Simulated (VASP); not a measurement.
# Pb (P6_3/mmc) in VASP: notebook, part 2 of 2

VASP 6.6.1. The steps go on from the part before.

**3. Relaxation of shape and atoms at fixed volume, PBEsol (28.10 Å³/atom)**

This run uses another cell than the first one, of 28.10 Å³/atom.

Contents of INCAR:

```
PREC = Accurate
ENCUT = 600
EDIFF = 1E-7
ISMEAR = 0
SIGMA = 0.1
LREAL = False
LASPH = True
NELM = 60
ALGO = Fast
ISIF = 4
LWAVE = False
LCHARG = False
GGA = PS
IBRION = 2
NSW = 50
EDIFFG = -0.01
```

Contents of KPOINTS:

```
regular mesh
0
Gamma
  12 12 8
```

Contents of POSCAR:

```
Pb
1.0
    3.3853284916      0.0000000000      0.0000000000
   -1.6926642458      2.9317804739      0.0000000000
    0.0000000000      0.0000000000      5.6633310927
Pb
2
Direct
    0.3333333333      0.6666666667      0.2500000000
    0.6666666667      0.3333333333      0.7500000000
```

Potentials or basis: VASP PAW PBE potentials, release 64 (Pb_d).

On the command line:

```
> cat potpaw_PBE.64/Pb_d/POTCAR > POTCAR
> mpirun -np 1 vasp_std > vasp.out
```

OUTCAR:

```text
PREC = Accurate
   ENCUT = 600
   EDIFF = 1E-7
   ISMEAR = 0
   LREAL = False
   LASPH = True
   NELM = 60
   ISIF = 4
   GGA = PS
   IBRION = 2
   NSW = 50
   EDIFFG = -0.01

 ion  position               nearest neighbor table
   1  0.333  0.667  0.250-   2 3.44   2 3.44   2 3.44   2 3.44   2 3.44   2 3.44
   2  0.667  0.333  0.750-   1 3.44   1 3.44   1 3.44   1 3.44   1 3.44   1 3.44

  LATTYP: Found a hexagonal cell.
 ALAT       =     3.3853284916
 C/A-ratio  =     1.6729044483

  Lattice vectors:

 A1 = (   3.3853284916,   0.0000000000,   0.0000000000)
 A2 = (  -1.6926642458,   2.9317804739,   0.0000000000)
 A3 = (   0.0000000000,   0.0000000000,   5.6633310927)

Analysis of symmetry for initial positions (statically):
=====================================================================
 Subroutine PRICEL returns:
 Original cell was already a primitive cell.

 Routine SETGRP: Setting up the symmetry group for a
 hexagonal supercell.

 Subroutine GETGRP returns: Found 24 space group operations
 (whereof 12 operations were pure point group operations)
 out of a pool of 24 trial point group operations.

The static configuration has the point symmetry D_3d.
 The point group associated with its full space group is D_6h.

Analysis of symmetry for dynamics (positions and initial velocities):
=====================================================================
 Subroutine PRICEL returns:
 Original cell was already a primitive cell.

 Routine SETGRP: Setting up the symmetry group for a
 hexagonal supercell.

[... 170 lines left out ...]
  energy-cutoff  :      600.00
  volume of cell :       56.21
      direct lattice vectors                 reciprocal lattice vectors
     3.385328492  0.000000000  0.000000000     0.295392309  0.170544829  0.000000000
    -1.692664246  2.931780474  0.000000000     0.000000000  0.341089658  0.000000000
     0.000000000  0.000000000  5.663331093     0.000000000  0.000000000  0.176574525

 POSITION                                       TOTAL-FORCE (eV/Angst)
 -----------------------------------------------------------------------------------
     -0.00000      1.95452      1.41583        -0.000000      0.000000      0.000000
      1.69266      0.97726      4.24750         0.000000     -0.000000      0.000000
 -----------------------------------------------------------------------------------
    total drift:                               -0.000000      0.000000      0.000000

  FREE ENERGIE OF THE ION-ELECTRON SYSTEM (eV)
  ---------------------------------------------------
  free  energy   TOTEN  =        -7.9374572532 eV

  energy  without entropy=       -7.9311541642  energy(sigma->0) =       -7.93430571

--------------------------------------- Ionic step        2  -------------------------------------------

 number of electron      27.9999998 magnetization

 Free energy of the ion-electron system (eV)
  ---------------------------------------------------
  ext. energy  EPLUGINS =         0.00000000
  ---------------------------------------------------
  free energy    TOTEN  =        -7.93747161 eV

  energy without entropy =       -7.93105560  energy(sigma->0) =       -7.93426360

 E-fermi :   7.9269     XC(G=0): -10.7134

 val. band max:        7.9000771327   @ k =   0.3333   0.0833   0.0000
 cond. band min:       7.9300189826   @ k =   0.5000   0.0000   0.1250
 fundamental gap:      0.0299418499
 Fermi energy:         7.9268884195

 k-point     1 :       0.0000    0.0000    0.0000
  band No.  band energies     occupation
      1      -9.1376      2.00000
      2      -9.0989      2.00000
      3      -9.0596      2.00000
      4      -9.0596      2.00000
      5      -9.0344      2.00000
      6      -9.0344      2.00000
[... 481 lines left out ...]
      5      -8.9456      2.00000
      6      -8.9209      2.00000
[... 10 lines left out ...]
     17      12.4708      0.00000
     18      14.3958      0.00000

 [... further k-points ...]
[... 5 lines left out ...]
  --------------------------------------------------------------------------------------
  -------------------------------------------------------------------------------------
  Total        1.1786240      1.1786240      1.1649540     -0.0000000      0.0000000     -0.0000000
  in kB       33.5955409     33.5955409     33.2058900     -0.0000000      0.0000000     -0.0000000
  external PRESSURE =      33.4656572 kB  Pullay stress =       0.0000000 kB

 VOLUME and BASIS-vectors are now :
 -----------------------------------------------------------------------------
  energy-cutoff  :      600.00
  volume of cell :       56.21
      direct lattice vectors                 reciprocal lattice vectors
     3.386348373  0.000000000 -0.000000000     0.295303344  0.170493465  0.000000000
    -1.693174186  2.932663717  0.000000000     0.000000000  0.340986931  0.000000000
     0.000000000  0.000000000  5.659920307     0.000000000  0.000000000  0.176680933

 POSITION                                       TOTAL-FORCE (eV/Angst)
 -----------------------------------------------------------------------------------
     -0.00000      1.95511      1.41498        -0.000000      0.000000      0.000000
      1.69317      0.97755      4.24494         0.000000     -0.000000      0.000000
 -----------------------------------------------------------------------------------
    total drift:                               -0.000000      0.000000      0.000000

  FREE ENERGIE OF THE ION-ELECTRON SYSTEM (eV)
  ---------------------------------------------------
  free  energy   TOTEN  =        -7.9374716105 eV

  energy  without entropy=       -7.9310555951  energy(sigma->0) =       -7.93426360

 reached required accuracy - stopping structural energy minimisation
```

OSZICAR:

```text
N       E                     dE             d eps       ncg     rms          rms(c)
DAV:   1     0.294330193287E+03    0.29433E+03   -0.15974E+04  3420   0.216E+03
DAV:   2     0.111805436215E+02   -0.28315E+03   -0.27952E+03  3424   0.458E+02
[... 15 lines left out ...]
DAV:   1    -0.793759805561E+01   -0.14087E-03   -0.51836E-03  3938   0.664E-01    0.492E-02
RMM:   2    -0.793751362826E+01    0.84427E-04   -0.15149E-04  3421   0.141E-01    0.293E-02
RMM:   3    -0.793747020452E+01    0.43424E-04   -0.74859E-05  3429   0.815E-02    0.401E-03
RMM:   4    -0.793747130700E+01   -0.11025E-05   -0.14793E-05  3975   0.494E-02    0.188E-03
RMM:   5    -0.793747153940E+01   -0.23240E-06   -0.33575E-06  3766   0.183E-02    0.706E-04
RMM:   6    -0.793747161051E+01   -0.71111E-07   -0.61825E-07  2934   0.922E-03
   2 F= -.79374716E+01 E0= -.79342636E+01  d E =-.143573E-04
```

It took 2 min on 1 thread of Intel Xeon Platinum 8488C (Sapphire Rapids), shared host; peak memory 0.25 GiB.

What came out:

* Free energy: -7.9375 eV
* Energy gained by relaxing: 0.0 meV/atom
* Ionic steps: 2
* Pressure after relaxing: 3.3 GPa
* Band gap on the k mesh: zero (bands 14 and 15 overlap by 8.58 eV)

Final structure:
```
Pb
1.0
     3.38635    0.00000    0.00000
    -1.69317    2.93266    0.00000
     0.00000    0.00000    5.65992
Pb
2
Direct
  0.33333 0.66667 0.25000
  0.66667 0.33333 0.75000
```

Caveat: the PAW data sets were made with another functional, which shifts forces and pressure a little; spin-orbit coupling is left out, which moves the levels of the heavy elements.

**4. Relaxation of shape and atoms at fixed volume, PBEsol (29.00 Å³/atom)**

This run uses another cell than the first one, of 29.00 Å³/atom.

Contents of INCAR:

```
SYSTEM = Pb
PREC = Accurate ; ENCUT = 600
EDIFF = 1E-6 ; ISMEAR = 0
SIGMA = 0.1 ; LREAL = .FALSE.
LASPH = .TRUE. ; NELM = 100
ALGO = Fast ; ISIF = 4
LWAVE = .FALSE. ; LCHARG = .FALSE.
GGA = PS ; IBRION = 2
NSW = 50 ; EDIFFG = -0.01
```

Contents of KPOINTS:

```
Automatic mesh
0
G
  12 12 8
  0 0 0
```

Contents of POSCAR:

```
Pb
1.0
    3.4209661473      0.0000000000      0.0000000000
   -1.7104830736      2.9626435890      0.0000000000
    0.0000000000      0.0000000000      5.7229494854
Pb
2
Direct
    0.3333333333      0.6666666667      0.2500000000
    0.6666666667      0.3333333333      0.7500000000
```

On the command line:

```
> cat potpaw_PBE.64/Pb_d/POTCAR > POTCAR
> mpirun -np 1 vasp_std > vasp.out
```

Wall time 70 s (1 thread of Intel Xeon Platinum 8488C (Sapphire Rapids), shared host); peak memory 0.25 GiB.

Results (log left out):

```
Free energy             : -7.9647 eV
Pressure after relaxing : 1.5 GPa
Band gap on the k mesh  : zero (bands 14 and 15 overlap by 8.31 eV)
```

Final structure:
```
Pb
1.0
     3.42097    0.00000    0.00000
    -1.71048    2.96264    0.00000
     0.00000    0.00000    5.72295
Pb
2
Direct
  0.33333 0.66667 0.25000
  0.66667 0.33333 0.75000
```

Levels at points of the mesh, in eV from the Fermi level:
```tsv
k point	band 12	band 13	band 14	band 15	band 16	band 17
(0.00, 0.00, 0.00)	-8.35	-4.44	6.16	6.16	7.46	7.95
(0.50, 0.00, 0.00)	-7.06	-3.06	-1.70	-0.50	1.78	2.34
(0.00, 0.00, 0.50)	-10.82	0.57	0.57	7.00	7.00	7.00
(0.50, 0.00, 0.50)	-7.45	-3.84	-3.84	3.57	3.57	3.71
```

Caveat: the PAW data sets were made with another functional, which shifts forces and pressure a little; spin-orbit coupling is left out, which moves the levels of the heavy elements.

**5. Summary**

| task | cell | cutoff (eV) | gap on the mesh (eV) | pressure (GPa) |
| --- | --- | --- | --- | --- |
| single point | a = 3.524, b = 3.524, c = 5.895 Å, angles 90.0, 90.0, 120.0°, 2 atoms | 520 | none | -2.5 |
| relaxation of shape and atoms at fixed volume | relaxed from a = 3.385, b = 3.385, c = 5.663 Å, angles 90.0, 90.0, 120.0°, 2 atoms | 600 | none | 3.3 |
| relaxation of shape and atoms at fixed volume | relaxed from a = 3.421, b = 3.421, c = 5.723 Å, angles 90.0, 90.0, 120.0°, 2 atoms | 600 | none | 1.5 |

Alike in all rows: level PBEsol; potentials or basis VASP PAW PBE potentials, release 64 (Pb_d); no spin polarisation; k mesh 12 × 12 × 8; smearing gaussian 0.1 eV.

Caveats: the PAW data sets were made with another functional, which shifts forces and pressure a little; spin-orbit coupling is left out, which moves the levels of the heavy elements.

Absolute energies hang on the potentials; compare differences alone.

The gap in the log of VASP goes by the Fermi energy; the results here count the filled bands.